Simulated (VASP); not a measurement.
Write the native input for VASP 6.6.1 that does the following.

```yaml
Task: single point
Functional: PBE
Potentials_or_basis: VASP PAW PBE potentials, release 64 (Hf_pv, Ga_d, Te)
Cutoff: 520 eV
k_mesh: 6 × 6 × 10
Occupations: gaussian, width 0.1 eV
Spin: no spin polarisation
Dipole_correction: no
Further_INCAR_settings: ALGO = Normal; EDIFF = 1e-06; NBANDS = 36
```

The structure of HfGa2Te3 lies in POSCAR:

```
HfGa2Te3
1.0
    7.4452105268      0.0000000000      0.0000000000
   -3.7226052634      6.4477414528      0.0000000000
    0.0000000000      0.0000000000      3.6492797883
Hf Ga Te
1 2 3
Direct
    0.0000000000      0.0000000000      0.5000000000
    0.6666666667      0.3333333333      0.5000000000
    0.3333333333      0.6666666667      0.5000000000
    0.0000000000      0.5000000000      0.0000000000
    0.5000000000      0.5000000000      0.0000000000
    0.5000000000      0.0000000000      0.0000000000
```

The cell was generated, and may not be a known phase.

These files were run (other wordings do the same):

INCAR

```
PREC = Accurate
ENCUT = 520
EDIFF = 1E-6
ISMEAR = 0
SIGMA = 0.1
LREAL = False
LASPH = True
NELM = 60
ALGO = Normal
ISIF = 2
LWAVE = False
LCHARG = False
GGA = PE
NBANDS = 36
```

KPOINTS

```
regular mesh
0
Gamma
  6 6 10
```

Potentials or basis: VASP PAW PBE potentials, release 64 (Hf_pv, Ga_d, Te).

The run is started by

```bash
$ cat potpaw_PBE.64/Hf_pv/POTCAR potpaw_PBE.64/Ga_d/POTCAR potpaw_PBE.64/Te/POTCAR > POTCAR
$ mpirun -np 1 vasp_std > vasp.out
```

Results of the run:

```json
{
 "Pressure": "0.0 GPa",
 "Band gap on the k mesh": "zero (bands 27 and 28 overlap by 1.32 eV)"
}
```

Caveat: spin-orbit coupling is left out, which moves the levels of the heavy elements.

Run time: 3.5 min on 1 thread of Intel(R) Xeon(R) 6975P-C (Granite Rapids), on a shared host, peak memory 0.44 GiB.
